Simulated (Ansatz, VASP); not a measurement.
# Al2O3: VASP beside Ansatz

```xyz
10
Lattice="4.6138 0.0000 0.0000 0.0000 9.5633 0.0000 0.0000 0.0000 3.1199" Properties=species:S:1:pos:R:3 pbc="T T T"
Al    4.5352    7.8856    0.0000
Al    0.0785    1.6777    0.0000
Al    2.2283    6.4593    1.5599
Al    2.3854    3.1040    1.5599
O     2.3069    4.7816    1.5599
O     0.5704    7.2016    1.5599
O     1.7365    2.4200    0.0000
O     2.8773    7.1433    0.0000
O     0.0000    0.0000    0.0000
O     4.0434    2.3617    1.5599
```

Alike in both runs: functional LDA; k mesh 6 × 3 × 9; occupations fermi-dirac, width 0.05 eV; no spin polarisation.

|  | VASP | Ansatz |
| --- | --- | --- |
| version | VASP 6.6.1 | Ansatz 0.2.0 |
| potentials or method | VASP PAW LDA potentials, release 64 (Al, O) | Ansatz PAW |
| plane-wave cutoff (eV) | 520 | 420 |
| valence electrons in the cell | 48 | 48 |
| task | single point | band structure |

|  | VASP | Ansatz | Ansatz less VASP |
| --- | --- | --- | --- |
| gap on the k mesh at the Fermi level (eV) | 3.35 | 3.36 | +0.011 |
| least direct gap on the mesh (eV) | 3.35 | 3.36 | +0.011 |
| pressure (GPa) | -5.9 | -6.5 | -0.65 |
| traceless stress, the component that is largest in VASP (GPa) | -3.54 | -3.31 | +0.231 |
| rms of the force components (eV/Å) | 0.079 | 0.080 | +0.0007 |

LDA's correlation is that of Perdew and Zunger in VASP and of Perdew and Wang (1992) in Ansatz. Atom by atom the forces differ by 0.030 eV/Å (rms over components).
